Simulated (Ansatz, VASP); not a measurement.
## La2O: VASP beside Ansatz

```xyz
3
Lattice="4.0644 0.0000 0.0000 -2.0322 3.5199 0.0000 0.0000 0.0000 5.7652" Properties=species:S:1:pos:R:3 pbc="T T T"
La    2.0322    1.1733    0.0000
La    0.0000    2.3466    2.8826
O     2.0322    1.1733    2.8826
```

Alike in both runs: functional PBE; k mesh 12 × 12 × 6; occupations gaussian, width 0.1 eV; no spin polarisation.

Ansatz relaxed the structure, and its values are those at the end. VASP's run is a single point on that final structure, the one shown.

```csv
,VASP,Ansatz
version,VASP 6.6.1,Ansatz 0.2.0
potentials or method,"VASP PAW PBE potentials, release 64 (La, O), cutoff 520 eV","scalar-relativistic, plane waves, PAW"
valence electrons in the cell,28,28
```

Ansatz gave:

| Quantity | Value |
| --- | --- |
| gap on the k mesh at the Fermi level (eV) | none |
| pressure (GPa) | 0.0 |

Which values does VASP return?

gap on the k mesh at the Fermi level (eV): none; pressure (GPa): -0.1.

A gap of «none» marks a metal or a gap that the smearing closes. The functional is the same, so the differences come from potentials, cutoffs and numerics.

Spin-orbit coupling is off throughout.
